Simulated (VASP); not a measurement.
Input of a VASP 6.6.1 run:

INCAR

```
  PREC = Accurate
  ENCUT = 600
  EDIFF = 1E-7
  ISMEAR = 0
  SIGMA = 0.1
  LREAL = False
  LASPH = True
  NELM = 60
  ALGO = Fast
  ISIF = 3
  LWAVE = False
  LCHARG = False
  GGA = PE
  IBRION = 2
  NSW = 100
  EDIFFG = -0.01
```

Contents of KPOINTS:

```
regular mesh
0
Gamma
  18 18 12
```

File POSCAR:

```
SrOs
1.0
    2.9956672751      0.0000000000      0.0000000000
    0.0000000000      2.9956672751      0.0000000000
    0.0000000000      0.0000000000      4.8129818131
Sr Os
1 1
Direct
    0.5000000000      0.5000000000      0.5000000000
    0.0000000000      0.0000000000      0.0000000000
```

Potentials or basis: VASP PAW PBE potentials, release 64 (Sr_sv, Os).

Command:

```console
$ cat potpaw_PBE.64/Sr_sv/POTCAR potpaw_PBE.64/Os/POTCAR > POTCAR
$ mpirun -np 1 vasp_std > vasp.out
```

Problem. Estimate the space group after relaxing (to 0.1 Å).

Solution. P4/mmm (No. 123).

Problem. Predict the relaxed volume.

Solution. 21.80 Å³/atom.

Final structure:
```
CELL_PARAMETERS angstrom
3.02084 0.00000 0.00000
0.00000 3.02084 0.00000
0.00000 0.00000 4.77804
ATOMIC_POSITIONS crystal
Sr 0.50000 0.50000 0.50000
Os 0.00000 0.00000 0.00000
```
